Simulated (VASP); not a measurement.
Input of a VASP 6.6.1 run:

Contents of INCAR:

```
PREC = Accurate
ENCUT = 520
EDIFF = 1E-6
ISMEAR = 0
SIGMA = 0.1
LREAL = F
LASPH = T
NELM = 100
ALGO = Normal
ISIF = 2
LWAVE = F
LCHARG = F
GGA = PS
NBANDS = 24
```

The input KPOINTS:

```
regular mesh
0
Gamma
  18 18 12
```

The input POSCAR:

```
TiC
1.0
    2.1037529307      2.1037529307      0.0000000000
   -2.1037529307      2.1037529307      0.0000000000
    0.0000000000      0.0000000000      4.2075058615
Ti C
2 2
Direct
    0.0000000000      0.0000000000      0.0000000000
    0.5000000000      0.5000000000      0.5000000000
    0.5000000000      0.5000000000      0.0000000000
    0.0000000000      0.0000000000      0.5000000000
```

Potentials or basis: VASP PAW PBE potentials, release 64 (Ti_sv, C).

Command:

```console
$ cat potpaw_PBE.64/Ti_sv/POTCAR potpaw_PBE.64/C/POTCAR > POTCAR
$ mpirun -np 1 vasp_std > vasp.out
```

(1) What does it give for the band gap on the k mesh?

(2) Estimate the pressure.

Results:

(1) zero (bands 16 and 17 overlap by 1.11 eV).

(2) 18.5 GPa.

Caveat: the cell differs from its parent crystal (equal strain along all axes, cell held: -2.0 %); the cell stands under pressure; the PAW data sets were made with another functional, which shifts forces and pressure a little.
